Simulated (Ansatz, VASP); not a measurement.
# Na in VASP and in Ansatz

```
CELL_PARAMETERS angstrom
-2.07780 2.11750 2.07780
2.15720 -2.11750 2.15720
2.07780 2.11750 -2.07780
ATOMIC_POSITIONS crystal
Na 0.00000 0.00000 0.00000
```

Change from the starting cell: strain +0.0375 x Voigt [0, 0, 0, 0, 1, 0], atoms carried along.

Alike in both runs: task single point; functional PBE; k mesh 16 × 16 × 16; occupations gaussian, width 0.15 eV; no spin polarisation.

```csv
,VASP,Ansatz
version,VASP 6.6.1,Ansatz 0.2.0
potentials or method,"VASP PAW PBE potentials, release 64 (Na_pv), cutoff 520 eV","scalar-relativistic, plane waves, PAW"
valence electrons in the cell,7,9
```

|  | VASP | Ansatz | Ansatz less VASP |
| --- | --- | --- | --- |
| gap on the k mesh at the Fermi level (eV) | none | none | - |
| pressure (GPa) | -0.3 | -0.2 | +0.10 |
| traceless stress, the component that is largest in VASP (GPa) | -0.24 | -0.23 | +0.002 |

A gap of «none» marks a metal or a gap that the smearing closes. With one functional, cell and mesh, what is left measures potentials, basis and numerics. VASP's potentials hold 7 valence electrons a cell and Ansatz's 9, so a difference there can come from the potentials and not from the codes.
